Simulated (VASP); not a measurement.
**SiC: single point with r2SCAN**

Crystal: SiC.

```
Si C
1.0
     0.00000    2.18000    2.18000
     2.18000    0.00000    2.18000
     2.18000    2.18000    0.00000
Si C
1 1
Direct
  0.00000 0.00000 0.00000
  0.25000 0.25000 0.25000
```

```
Program                : VASP 6.6.1
Task                   : single point
Functional             : r2SCAN
Potentials or basis    : VASP PAW PBE potentials, release 64 (Si, C)
Cutoff                 : 660 eV
k mesh                 : 10 × 10 × 10
Occupations            : gaussian, width 0.01 eV
Spin                   : no spin polarisation
Dipole correction      : no
Further INCAR settings : ALGO = Normal; EDIFF = 1e-06; NBANDS = 11
```

```
Pressure               : -1.0 GPa
Band gap on the k mesh : 1.73 eV (least direct gap 5.06 eV)
```

Levels at points of the mesh, in eV from the valence-band top:
```
           k point  band 2  band 3  band 4  band 5  band 6  band 7
(0.00, 0.00, 0.00)    0.00    0.00    0.00    6.82    7.84    7.84
(0.50, 0.00, 0.00)   -8.81   -1.11   -1.11    5.98    7.75    7.75
(0.50, 0.50, 0.00)   -8.04   -3.33   -3.33    1.73    4.82   15.11
```

Wall time 29 s on 1 thread of Intel(R) Xeon(R) 6975P-C (Granite Rapids), with other jobs on the host, peak memory 0.15 GiB.

Caveat: the PAW data sets were made with another functional, which shifts forces and pressure a little. A k mesh can miss the band edges.
